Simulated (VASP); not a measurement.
# C (C2/m) in VASP: a series of runs

C is run at these levels: PBE+D3(BJ); tasks: single point.

Everything below comes from runs of VASP 6.6.1. Logs are shortened: lines on timing, memory, paths and dates and some standing lists are left out, and cuts for length are marked.

## (1) The cell of the first run

The structure is monoclinic, space group C2/m (No. 12). Conventional cell: a = 4.269 Å, b = 2.465 Å, c = 3.650 Å, α = 90.00°, β = 112.95°, γ = 90.00°. Within 1.8 Å of C (site symmetry m) lie 3 C at 1.35 to 1.48 Å.

## (2) Single point, PBE+D3(BJ) (mode 4 frozen in at -0.095 Å and mode 6 at -0.045 Å (largest displacements))

INCAR

```
PREC = Accurate
ENCUT = 520
EDIFF = 1E-6
ISMEAR = 0
SIGMA = 0.05
LREAL = False
LASPH = True
NELM = 80
ALGO = Normal
ISIF = 2
LWAVE = False
LCHARG = False
GGA = PE
IVDW = 12
NBANDS = 11
```

KPOINTS

```
Automatic mesh
0
Gamma
  15 15 15
```

POSCAR

```
C
1.0
    1.2324809262      0.7115731945      3.3609366220
   -1.2324809262      0.7115731945      3.3609366220
    0.0000000000     -1.4231463891      3.3609366220
C
2
Direct
    0.1466336151      0.1466336151      0.1782536932
    0.8533663849      0.8533663849      0.8217463068
```

Potentials or basis: VASP PAW PBE potentials, release 64 (C).

Started as:

```sh
> cat potpaw_PBE.64/C/POTCAR > POTCAR
> mpirun -np 1 vasp_std > vasp.out
```

OUTCAR:

```text
PREC = Accurate
   ENCUT = 520
   EDIFF = 1E-6
   ISMEAR = 0
   LREAL = False
   LASPH = True
   NELM = 80
   ISIF = 2
   GGA = PE
   IVDW = 12
 IVDW          = 12

 ion  position               nearest neighbor table
   1  0.147  0.147  0.178-   2 1.35   2 1.48   2 1.48
   2  0.853  0.853  0.822-   1 1.35   1 1.48   1 1.48

  LATTYP: Found a trigonal (rhomboedric) cell.
 ALAT       =     3.6498274783
 COS(alpha) =     0.7719417768

  Lattice vectors:

 A1 = (   1.2324809262,   0.7115731945,   3.3609366220)
 A2 = (  -1.2324809262,   0.7115731945,   3.3609366220)
 A3 = (   0.0000000000,  -1.4231463891,   3.3609366220)

Analysis of symmetry for initial positions (statically):
=====================================================================
 Subroutine PRICEL returns:
 Original cell was already a primitive cell.

 Routine SETGRP: Setting up the symmetry group for a
 trigonal (rhombohedral) supercell.

 Subroutine GETGRP returns: Found  4 space group operations
 (whereof  4 operations were pure point group operations)
 out of a pool of 12 trial point group operations.

The static configuration has the point symmetry C_2h.

Analysis of symmetry for dynamics (positions and initial velocities):
=====================================================================
 Subroutine PRICEL returns:
 Original cell was already a primitive cell.

 Routine SETGRP: Setting up the symmetry group for a
 trigonal (rhombohedral) supercell.

 Subroutine GETGRP returns: Found  4 space group operations
 (whereof  4 operations were pure point group operations)
 out of a pool of 12 trial point group operations.

The dynamic configuration has the point symmetry C_2h.

 Subroutine INISYM returns: Found  4 space group operations
 (whereof  4 operations are pure point group operations),
 and found     1 'primitive' translations

----------------------------------------------------------------------------------------

                                     Primitive cell

  volume of cell :      17.6853

  direct lattice vectors                    reciprocal lattice vectors
     1.232480926  0.711573195  3.360936622     0.405685791  0.234222801  0.099178702
    -1.232480926  0.711573195  3.360936622    -0.405685791  0.234222801  0.099178702
     0.000000000 -1.423146389  3.360936622     0.000000000 -0.468445602  0.099178702

  length of vectors
     3.649827478  3.649827478  3.649827478     0.478829507  0.478829507  0.478829507

  position of ions in fractional coordinates (direct lattice)
     0.146633615  0.146633615  0.178253693
[... 88 lines left out ...]
   PSTRESS=    0.0 pullay stress
   NELECT =       8.0000    total number of electrons
   NUPDOWN=      -1.0000    fix difference up-down
   EMIN   =  10.00;   EMAX   =-10.00  energy-range for DOS
   EFERMI =   0.00;   METHOD = LEGACY
   ISMEAR =     0;   SIGMA  =   0.05  broadening in eV -4-tet -1-fermi 0-gaus
   EFERMI_NEDOS =   21; number of points for ismear=-14 and -15
   IALGO  =     38    algorithm
   IMIX   =      4    mixing-type and parameters
     AMIX     =   0.40;   BMIX     =  1.00
     AMIX_MAG =   1.60;   BMIX_MAG =  1.00
  volume/ion in A,a.u.               =       8.84        59.67
  Fermi-wavevector in a.u.,A,eV,Ry     =   1.256708  2.374834 21.487884  1.579315
  Thomas-Fermi vector in A             =   2.390403
   LORBIT       =      0    0 simple, 1 ext, 2 COOP (PROOUT), +10 PAW based schemes
   GGA     = PE    functional components
   LHFCALC =     F    Hartree Fock is set to
   AEXX    =    0.0000 exact exchange contribution
   IVDW    =    12    specifies the selected vdW correction
   LEPSILON=     F    determine dielectric tensor
   LRPA    =     F    only Hartree local field effects (RPA)
 non-spin polarized calculation
 Gauss-broadening in eV      SIGMA  =   0.05
  energy-cutoff  :      520.00
  volume of cell :       17.69
 maximum number of plane-waves:       490
   NGX = 13   NGY = 13   NGZ = 13

 number of electron       8.0000000 magnetization

 Free energy of the ion-electron system (eV)
  ---------------------------------------------------
  ext. energy  EPLUGINS =         0.00000000
  ---------------------------------------------------
  free energy    TOTEN  =       -17.90632569 eV

  energy without entropy =      -17.90630635  energy(sigma->0) =      -17.90631602

 E-fermi :   4.5548     XC(G=0): -10.3508

 val. band max:        4.4996842110   @ k =   0.3333   0.0667  -0.2667
 cond. band min:       4.5999048061   @ k =  -0.3333   0.3333   0.0000
 fundamental gap:      0.1002205951
 Fermi energy:         4.5548383370

 k-point     1 :       0.0000    0.0000    0.0000
  band No.  band energies     occupation
      1     -14.9205      2.00000
      2      -1.7820      2.00000
      3       0.7293      2.00000
      4       3.3117      2.00000
      5       8.1314      0.00000
      6      11.3016      0.00000
      7      14.5098      0.00000
      8      16.6254      0.00000
      9      17.3808      0.00000
     10      27.3135      0.00000
     11      30.2265      0.00000
[... 309 lines left out ...]
 k-point    24 :       0.2667    0.0667   -0.0000
  band No.  band energies     occupation
      1     -13.5199      2.00000
      2      -2.3382      2.00000
      3      -0.5000      2.00000
      4      -0.0111      2.00000
      5       9.3839      0.00000
      6      12.7207      0.00000
      7      13.8407      0.00000
      8      17.4736      0.00000
      9      19.8922      0.00000
     10      24.4552      0.00000
     11      27.7695      0.00000

 [... further k-points ...]

------------------------ aborting loop because EDIFF is reached ----------------------------------------

 Edisp (eV)   -0.31258

 E8    (eV) :    -0.0886

  FORCE on cell =-STRESS in cart. coord.  units (eV):
  Direction    XX          YY          ZZ          XY          YZ          ZX
  --------------------------------------------------------------------------------------
  -------------------------------------------------------------------------------------
  Total      -0.30241     1.64437    -0.65575     0.00000    -0.94837     0.00000
  in kB     -27.39687   148.96989   -59.40720     0.00000   -85.91644     0.00000
  external pressure =       20.72 kB  Pullay stress =        0.00 kB

 VOLUME and BASIS-vectors are now :
 -----------------------------------------------------------------------------
  energy-cutoff  :      520.00
  volume of cell :       17.69
      direct lattice vectors                 reciprocal lattice vectors
     1.232480926  0.711573195  3.360936622     0.405685791  0.234222801  0.099178702
    -1.232480926  0.711573195  3.360936622    -0.405685791  0.234222801  0.099178702
     0.000000000 -1.423146389  3.360936622     0.000000000 -0.468445602  0.099178702

 POSITION                                       TOTAL-FORCE (eV/Angst)
 -----------------------------------------------------------------------------------
      0.00000     -0.04500      1.58475         0.000000      4.985442      2.970721
      0.00000      0.04500      8.49806         0.000000     -4.985442     -2.970721
 -----------------------------------------------------------------------------------
    total drift:                               -0.000000      0.000000      0.000000

  FREE ENERGIE OF THE ION-ELECTRON SYSTEM (eV)
  ---------------------------------------------------
  free  energy   TOTEN  =       -18.2189089161 eV

  energy  without entropy=      -18.2188895843  energy(sigma->0) =      -18.21889925
```

OSZICAR:

```text
N       E                     dE             d eps       ncg     rms          rms(c)
DAV:   1     0.611284447128E+01    0.61128E+01   -0.45511E+03 20472   0.664E+02
DAV:   2    -0.184713674925E+02   -0.24584E+02   -0.23381E+02 26224   0.130E+02
DAV:   3    -0.190636952816E+02   -0.59233E+00   -0.59112E+00 25354   0.168E+01
DAV:   4    -0.190658047430E+02   -0.21095E-02   -0.21093E-02 23105   0.122E+00
DAV:   5    -0.190658126557E+02   -0.79127E-05   -0.79123E-05 25390   0.687E-02    0.627E+00
DAV:   6    -0.181789656261E+02    0.88685E+00   -0.75180E-01 23483   0.518E+00    0.363E+00
DAV:   7    -0.179027983360E+02    0.27617E+00   -0.84087E-01 24513   0.550E+00    0.103E+00
DAV:   8    -0.179064431122E+02   -0.36448E-02   -0.22335E-02 22136   0.982E-01    0.111E-01
DAV:   9    -0.179062485703E+02    0.19454E-03   -0.73291E-04 24531   0.182E-01    0.490E-02
DAV:  10    -0.179063189557E+02   -0.70385E-04   -0.98577E-05 22437   0.708E-02    0.163E-02
DAV:  11    -0.179063253525E+02   -0.63968E-05   -0.81992E-06 24541   0.198E-02    0.328E-03
DAV:  12    -0.179063256859E+02   -0.33344E-06   -0.10121E-06 22711   0.737E-03
   1 F= -.18218909E+02 E0= -.18218899E+02  d E =-.193318E-04
```

Run time: 95 s. Hardware: 1 thread of Intel Xeon 6975P-C (Granite Rapids), shared host; peak memory 0.27 GiB.

What came out:

```
Free energy                : -18.2189 eV
Pressure                   : 2.1 GPa
Largest force              : 5.803 eV/Å
Band gap on the k mesh     : 0.10 eV, indirect (least direct gap 0.14 eV)
Dispersion energy per atom : -0.156 eV
```

Forces on the atoms (eV/Å):
```
C    0.000  4.985  2.971
C    0.000 -4.985 -2.971
```

Stress tensor (GPa, compression positive):
```
-2.74  0.00  0.00
 0.00 14.90 -8.59
 0.00 -8.59 -5.94
```

Levels at points of the mesh, in eV from the valence-band top:
| k point | band 1 | band 2 | band 3 | band 4 | band 5 | band 6 | band 7 | band 8 | band 9 |
| --- | --- | --- | --- | --- | --- | --- | --- | --- | --- |
| (0.00, 0.00, 0.00) | -19.42 | -6.28 | -3.77 | -1.19 | 3.63 | 6.80 | 10.01 | 12.13 | 12.88 |

Caveat: the cell differs from its parent crystal (mode 4 frozen in at -0.095 Å and mode 6 at -0.045 Å (largest displacements)); forces of over 1 eV/Å act on the atoms, so gaps and moduli don't describe the material at rest. A k mesh can miss the band edges.

## (3) Single point, PBE+D3(BJ) (mode 4 frozen in at +0.000 Å and mode 6 at +0.045 Å (largest displacements))

INCAR

```
ALGO = Normal ; EDIFF = 1E-6
ENCUT = 520 ; GGA = PE
ISIF = 2 ; ISMEAR = 0
IVDW = 12 ; LASPH = True
LCHARG = True ; LELF = True
LREAL = False ; LVHAR = True
LWAVE = False ; NBANDS = 11
NELM = 80 ; PREC = Accurate
SIGMA = 0.05
```

KPOINTS

```
k-points
0
Gamma
  15 15 15
```

POSCAR

```
C
1.0
    1.2324809262      0.7115731945      3.3609366220
   -1.2324809262      0.7115731945      3.3609366220
    0.0000000000     -1.4231463891      3.3609366220
C
2
Direct
    0.1771356439      0.1771356439      0.1455155658
    0.8228643561      0.8228643561      0.8544844342
```

Potentials or basis: VASP PAW PBE potentials, release 64 (C).

Started as:

```sh
> cat potpaw_PBE.64/C/POTCAR > POTCAR
> mpirun -np 1 vasp_std > vasp.out
```

Wall time 1.7 min (1 thread of Intel Xeon 6975P-C (Granite Rapids), shared host); peak memory 0.27 GiB.

The run converged. Its results:

* Free energy: -18.5334 eV
* Pressure: 3.7 GPa
* Largest force: 4.304 eV/Å
* Band gap on the k mesh: 0.42 eV, direct
* Dispersion energy per atom: -0.156 eV

Forces on the atoms (eV/Å):
```
C    0.000 -4.304  0.009
C    0.000  4.304 -0.009
```

Stress tensor (GPa, compression positive):
```
14.26  0.00  0.00
 0.00 -3.14  0.06
 0.00  0.06  0.06
```

Levels at points of the mesh, in eV from the valence-band top:
```tsv
k point	band 1	band 2	band 3	band 4	band 5	band 6	band 7	band 8
(0.00, 0.00, 0.00)	-19.41	-6.33	-4.07	-1.32	4.53	6.85	10.42	11.67
```

Caveat: the cell differs from its parent crystal (mode 4 frozen in at +0.000 Å and mode 6 at +0.045 Å (largest displacements)); forces of over 1 eV/Å act on the atoms, so gaps and moduli don't describe the material at rest.

## (4) Single point, PBE+D3(BJ) (mode 4 frozen in at -0.024 Å and mode 6 at -0.060 Å (largest displacements))

INCAR

```
  ALGO = Normal
  EDIFF = 1E-7
  ENCUT = 520
  GGA = PE
  ISIF = 2
  ISMEAR = 0
  IVDW = 12
  LASPH = True
  LCHARG = False
  LREAL = False
  LWAVE = False
  NBANDS = 11
  NELM = 100
  PREC = Accurate
  SIGMA = 0.05
```

KPOINTS is that of step 3.

POSCAR

```
C
1.0
    1.2324809262      0.7115731945      3.3609366220
   -1.2324809262      0.7115731945      3.3609366220
    0.0000000000     -1.4231463891      3.3609366220
C
2
Direct
    0.1501917146      0.1501917146      0.1923518188
    0.8498082854      0.8498082854      0.8076481812
```

Started as:

```sh
> cat potpaw_PBE.64/C/POTCAR > POTCAR
> mpirun -np 1 vasp_std > vasp.out
```

Wall time 1.8 min (1 thread of Intel Xeon 6975P-C (Granite Rapids), shared host); peak memory 0.27 GiB.

The run converged. Its results:

```yaml
Free_energy: -18.2933 eV
Pressure: 7.7 GPa
Largest_force: 7.421 eV/Å
Band_gap_on_the_k_mesh: 0.22 eV, indirect (least direct gap 0.36 eV)
Dispersion_energy_per_atom: -0.156 eV
```

Forces on the atoms (eV/Å):
```
C    0.000  7.387  0.708
C    0.000 -7.387 -0.708
```

Stress tensor (GPa, compression positive):
```
-3.41  0.00  0.00
 0.00 26.86 -3.26
 0.00 -3.26 -0.39
```

Levels at points of the mesh, in eV from the valence-band top:
```csv
k point,band 1,band 2,band 3,band 4,band 5,band 6,band 7,band 8
"(0.00, 0.00, 0.00)",-19.45,-6.38,-4.42,-0.90,4.45,6.28,10.54,11.74
```

Caveat: the cell differs from its parent crystal (mode 4 frozen in at -0.024 Å and mode 6 at -0.060 Å (largest displacements)); forces of over 1 eV/Å act on the atoms, so gaps and moduli don't describe the material at rest. A k mesh can miss the band edges.

[end of part 1 of 2]
